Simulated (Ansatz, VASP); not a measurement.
Given: the input of a run of Ansatz 0.2.0 on Ge.

The input input:

```
crystal:
  lattice:
    - [5.24058, 0.0, 0.0]
    - [0.0, 5.24058, 0.0]
    - [0.0, 0.0, 2.65536]
  atoms:
    - { symbol: Ge, position: [0.0, 0.0, 0.0] }
    - { symbol: Ge, position: [0.0, 0.5, 0.0] }
    - { symbol: Ge, position: [0.5, 0.0, 0.0] }
hamiltonian:
  xc: { exchange: pbe, correlation: pbe, exx: { coeff: 0.4, omega: 0.2 } }
  pseudopotentials: { kind: paw }
kpoints:
  mp_grid: { grid: [3, 3, 5] }
scf:
  occupations: { method: fermi_dirac, width: 0.05 }
output:
  forces: true
  stress: true
  eigenvalues: true
```

Q: Translate it to VASP 6.6.1. Potentials there: VASP PAW PBE potentials, release 64 (Ge_d).

A: As run (the cutoff follows the program's own potentials):

File POSCAR:

```
Ge
1.0
    5.2405800000      0.0000000000      0.0000000000
    0.0000000000      5.2405800000      0.0000000000
    0.0000000000      0.0000000000      2.6553600000
Ge
3
Direct
    0.0000000000      0.0000000000      0.0000000000
    0.0000000000      0.5000000000      0.0000000000
    0.5000000000      0.0000000000      0.0000000000
```

File INCAR.step1:

```
  PREC = Accurate
  ENCUT = 520
  EDIFF = 1E-5
  ISMEAR = -1
  SIGMA = 0.05
  LREAL = F
  LASPH = T
  NELM = 60
  ALGO = Normal
  ISIF = 2
  LWAVE = T
  GGA = PE
  NBANDS = 28
  LUSENCCL = F
```

INCAR.step2

```
  PREC = Accurate
  ENCUT = 520
  EDIFF = 1E-7
  ISMEAR = -1
  SIGMA = 0.05
  LREAL = F
  LASPH = T
  NELM = 60
  ALGO = Normal
  ISIF = 2
  LWAVE = F
  LCHARG = T
  GGA = PE
  LHFCALC = T
  AEXX = 0.4
  HFSCREEN = 0.2
  PRECFOCK = Normal
  LELF = T
  LVHAR = T
  ISTART = 1
  NBANDS = 28
  LUSENCCL = F
```

KPOINTS

```
Automatic mesh
0
Gamma
  3 3 5
```

Potentials or basis: VASP PAW PBE potentials, release 64 (Ge_d).

Run with:

```console
$ cat potpaw_PBE.64/Ge_d/POTCAR > POTCAR
$ cp INCAR.step1 INCAR
$ mpirun -np 1 vasp_std > vasp.out
$ cp INCAR.step2 INCAR
$ mpirun -np 1 vasp_std > vasp.out
```

Both were run:

|  | VASP | Ansatz | Ansatz less VASP |
| --- | --- | --- | --- |
| gap on the k mesh at the Fermi level (eV) | none | none | - |
| pressure (GPa) | -2.7 | -2.7 | +0.02 |
| traceless stress, the component that is largest in VASP (GPa) | -9.66 | -9.64 | +0.020 |

VASP's potentials were made for PBE, not for PBE-based screened hybrid. A gap of «none» marks a metal or a gap that the smearing closes.

The k mesh is coarse, so the values compare programs but aren't converged.
